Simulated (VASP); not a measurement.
Input of a VASP 6.6.1 run:

File INCAR:

```
SYSTEM = SiC
PREC     = Accurate       ! precision mode
ENCUT    = 600            ! plane-wave cutoff, eV
EDIFF    = 1E-6           ! SCF threshold, eV
ISMEAR   = 0              ! smearing method
SIGMA    = 0.02           ! smearing width, eV
LREAL    = .FALSE.        ! projectors in reciprocal space
LASPH    = .TRUE.         ! aspherical terms in the spheres
NELM     = 80             ! most SCF steps
ALGO     = Normal         ! electronic algorithm
ISIF     = 3              ! what is computed and relaxed
LWAVE    = .FALSE.        ! write WAVECAR
LCHARG   = .FALSE.        ! write CHGCAR
GGA      = CA             ! functional
IBRION   = 2              ! ionic algorithm
NSW      = 100            ! ionic steps
EDIFFG   = -0.005         ! ionic threshold
```

KPOINTS

```
regular mesh
0
G
  12 12 4
  0 0 0
```

Contents of POSCAR:

```
SiC
1.0
    3.0756941500      0.0000000000      0.0000000000
   -1.5378470700      2.6636292700      0.0000000000
    0.0000000000      0.0000000000     10.0706464800
Si C
4 4
Direct
    0.6666666700      0.3333333300      0.9378419800
    0.3333333300      0.6666666700      0.4378419800
    0.0000000000      0.0000000000      0.6878943800
    0.0000000000      0.0000000000      0.1878943800
    0.6666666700      0.3333333300      0.7498025900
    0.3333333300      0.6666666700      0.2498025900
    0.0000000000      0.0000000000      0.5004600500
    0.0000000000      0.0000000000      0.0004600500
```

Potentials or basis: VASP PAW LDA potentials, release 64 (Si, C).

Command:

```console
$ cat potpaw_LDA.64/Si/POTCAR potpaw_LDA.64/C/POTCAR > POTCAR
$ mpirun -np 1 vasp_std > vasp.out
```

Question: What does it give for the relaxed volume?

Answer: 10.15 Å³/atom.

Question: Estimate the relaxed cell.

Answer: a = 3.059 Å, b = 3.059 Å, c = 10.017 Å, α = 90.00°, β = 90.00°, γ = 120.00°.

Question: Predict the space group after relaxing (to 0.1 Å).

Answer: P6_3mc (No. 186).

Question: Estimate the band gap on the k mesh.

Answer: 2.17 eV (least direct gap 3.30 eV).

Final structure:
```yaml
crystal:
  lattice:
    - [3.05941, 0.00000, 0.00000]
    - [-1.52971, 2.64953, 0.00000]
    - [0.00000, 0.00000, 10.01670]
  atoms:
    - { symbol: Si, position: [0.66667, 0.33333, 0.93785] }
    - { symbol: Si, position: [0.33333, 0.66667, 0.43785] }
    - { symbol: Si, position: [0.00000, 0.00000, 0.68789] }
    - { symbol: Si, position: [0.00000, 0.00000, 0.18789] }
    - { symbol: C, position: [0.66667, 0.33333, 0.74980] }
    - { symbol: C, position: [0.33333, 0.66667, 0.24980] }
    - { symbol: C, position: [0.00000, 0.00000, 0.50046] }
    - { symbol: C, position: [0.00000, 0.00000, 0.00046] }
```

A k mesh can miss the band edges.
